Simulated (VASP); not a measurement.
# VN (Fm-3m) in VASP: a series of runs, part 2 of 2

VASP 6.6.1. The steps go on from the part before.

## Step 4: Relaxation of cell and atoms, PBE

This run uses another cell than the first one, of 9.16 Å³/atom, 1.050 times its volume.

Contents of INCAR:

```
SYSTEM = VN
  PREC = Accurate
  ENCUT = 600
  EDIFF = 1E-7
  ISMEAR = 0
  SIGMA = 0.1
  LREAL = .False.
  LASPH = .True.
  NELM = 120
  ALGO = Normal
  ISIF = 3
  LWAVE = .False.
  LCHARG = .False.
  GGA = PE
  IBRION = 2
  NSW = 100
  EDIFFG = -0.05
  GGA_COMPAT = .False.
  NELMIN = 4
```

Contents of KPOINTS:

```
Automatic mesh
0
Gamma
  8 8 8
  0 0 0
```

Contents of POSCAR:

```
VN
1.0
    0.0000000000      2.0920707581      2.0920707581
    2.0920707581      0.0000000000      2.0920707581
    2.0920707581      2.0920707581      0.0000000000
V N
1 1
Direct
    0.5000000000      0.5000000000      0.5000000000
    0.0000000000      0.0000000000      0.0000000000
```

Potentials or basis: VASP PAW PBE potentials, release 64 (V_sv, N).

Run with:

```sh
cat potpaw_PBE.64/V_sv/POTCAR potpaw_PBE.64/N/POTCAR > POTCAR
mpirun -np 1 vasp_std > vasp.out
```

OUTCAR:

```text
SYSTEM = VN
   PREC = Accurate
   ENCUT = 600
   EDIFF = 1E-7
   ISMEAR = 0
   LREAL = .False.
   LASPH = .True.
   NELM = 120
   ISIF = 3
   GGA = PE
   IBRION = 2
   NSW = 100
   EDIFFG = -0.05
   NELMIN = 4

 ion  position               nearest neighbor table
   1  0.500  0.500  0.500-   2 2.09   2 2.09   2 2.09   2 2.09   2 2.09   2 2.09
   2  0.000  0.000  0.000-   1 2.09   1 2.09   1 2.09   1 2.09   1 2.09   1 2.09

  LATTYP: Found a face centered cubic cell.
 ALAT       =     4.1841415162

  Lattice vectors:

 A1 = (   0.0000000000,   2.0920707581,   2.0920707581)
 A2 = (   2.0920707581,   0.0000000000,   2.0920707581)
 A3 = (   2.0920707581,   2.0920707581,   0.0000000000)

Analysis of symmetry for initial positions (statically):
[... 258 lines left out ...]
 val. band max:       11.9806314723   @ k =   0.2500   0.0000   0.0000
 cond. band min:      12.0355422789   @ k =  -0.3750   0.2500   0.0000
 fundamental gap:      0.0549108066
 Fermi energy:        12.0201085064

 k-point     1 :       0.0000    0.0000    0.0000
  band No.  band energies     occupation
      1     -53.4543      2.00000
      2     -27.0882      2.00000
      3     -27.0882      2.00000
      4     -27.0882      2.00000
      5      -5.9938      2.00000
      6       9.7527      2.00000
      7       9.7527      2.00000
      8       9.7527      2.00000
      9      10.4438      2.00000
     10      10.4438      2.00000
     11      10.4438      2.00000
     12      11.5082      2.00000
     13      11.5082      2.00000
[... 354 lines left out ...]
  band No.  band energies     occupation
      1     -53.3688      2.00000
      2     -27.5030      2.00000
      3     -27.2586      2.00000
      4     -27.1765      2.00000
      5      -3.5105      2.00000
      6       4.0630      2.00000
      7       5.8400      2.00000
      8       6.2411      2.00000
      9      12.0987      0.26646
     10      12.3830      0.00000
     11      13.2292      0.00000
     12      15.3839      0.00000
     13      16.0295      0.00000

 [... further k-points ...]
[... 5 lines left out ...]
  --------------------------------------------------------------------------------------
  -------------------------------------------------------------------------------------
  Total       -0.0261275     -0.0261275     -0.0261275      0.0000000     -0.0000000     -0.0000000
  in kB       -2.3937592     -2.3937592     -2.3937592      0.0000000     -0.0000000     -0.0000000
  external PRESSURE =      -2.3937592 kB  Pullay stress =       0.0000000 kB
[... 17 lines left out ...]
  FREE ENERGIE OF THE ION-ELECTRON SYSTEM (eV)
  ---------------------------------------------------
  free  energy   TOTEN  =       -19.3067113118 eV

  energy  without entropy=      -19.2938733600  energy(sigma->0) =      -19.30029234

 reached required accuracy - stopping structural energy minimisation
```

OSZICAR:

```text
N       E                     dE             d eps       ncg     rms          rms(c)
DAV:   1     0.181020231364E+03    0.18102E+03   -0.12457E+04   754   0.178E+03
DAV:   2    -0.147547368256E+02   -0.19577E+03   -0.19003E+03   809   0.468E+02
DAV:   3    -0.244801243617E+02   -0.97254E+01   -0.94880E+01   889   0.103E+02
[... 32 lines left out ...]
DAV:   7    -0.193067075371E+02    0.70150E-03   -0.20940E-03   759   0.762E-01    0.441E-02
DAV:   8    -0.193067115720E+02   -0.40348E-05   -0.68328E-05   754   0.105E-01    0.207E-02
DAV:   9    -0.193067126571E+02   -0.10851E-05   -0.14740E-05   849   0.306E-02    0.101E-02
DAV:  10    -0.193067113716E+02    0.12854E-05   -0.49252E-06   900   0.236E-02    0.533E-03
DAV:  11    -0.193067113118E+02    0.59800E-07   -0.44971E-07   738   0.861E-03
   3 F= -.19306711E+02 E0= -.19300292E+02  d E =-.363588E-01
```

It took 9.6 s on 1 thread of Intel Xeon 6975P-C (Granite Rapids), shared host; peak memory 0.14 GiB.

Results:

```yaml
Free_energy: -19.3067 eV
Relaxed_volume: 8.74 Å³/atom
Relaxed_cell: a = 2.913 Å, b = 2.913 Å, c = 2.913 Å, α = 60.00°, β = 60.00°, γ = 60.00°
Space_group_after_relaxing_to_0.05_Å: Fm-3m (No. 225)
Energy_gained_by_relaxing: 18.2 meV/atom
Ionic_steps: 3
Pressure_after_relaxing: -0.2 GPa
```

Step by step:
```csv
step,energy change (eV),largest force (eV/Å),pressure (GPa),volume (Å³)
1,0.0000,0.0000,-13.33,18.31
2,0.0409,0.0000,23.73,16.37
3,-0.0364,0.0000,-0.24,17.49
```

Final structure:
```yaml
crystal:
  lattice:
    - [0.00000, 2.06015, 2.06015]
    - [2.06015, 0.00000, 2.06015]
    - [2.06015, 2.06015, 0.00000]
  atoms:
    - { symbol: V, position: [0.50000, 0.50000, 0.50000] }
    - { symbol: N, position: [0.00000, 0.00000, 0.00000] }
```

Levels at points of the mesh, in eV from the Fermi level:
```csv
k point,band 5,band 6,band 7,band 8,band 9,band 10,band 11,band 12,band 13
"(0.00, 0.00, 0.00)",-18.01,-2.27,-2.27,-2.27,-1.58,-1.58,-1.58,-0.51,-0.51
"(0.50, 0.00, 0.00)",-15.29,-8.94,-6.13,-6.13,0.55,0.55,1.42,4.96,4.96
"(0.50, 0.50, 0.00)",-16.22,-6.71,-3.86,-3.70,-3.70,0.46,1.17,1.17,2.65
```

Caveat: the bands computed are all filled at some k points, so no gap is given; the run has no spin polarisation, though such a crystal can be magnetic.

## Step 5: Summary

```tsv
task	cell	gap on the mesh (eV)	pressure (GPa)
single point	a = 2.911 Å, angles 60.0°, 2 atoms	none	0.7
single point	a = 2.959 Å, angles 60.0°, 2 atoms	none	-13.4
relaxation of cell and atoms	relaxed from a = 2.959 Å, angles 60.0°, 2 atoms	-	-0.2
```

Alike in all rows: level PBE; potentials or basis VASP PAW PBE potentials, release 64 (V_sv, N); no spin polarisation; k mesh 8 × 8 × 8; cutoff (eV) 600; smearing gaussian 0.1 eV.

Caveats: the run has no spin polarisation, though such a crystal can be magnetic; the bands computed are all filled at some k points, so no gap is given (some runs).

Total energies depend on the potentials used, so only differences within one code and one set of settings carry meaning.
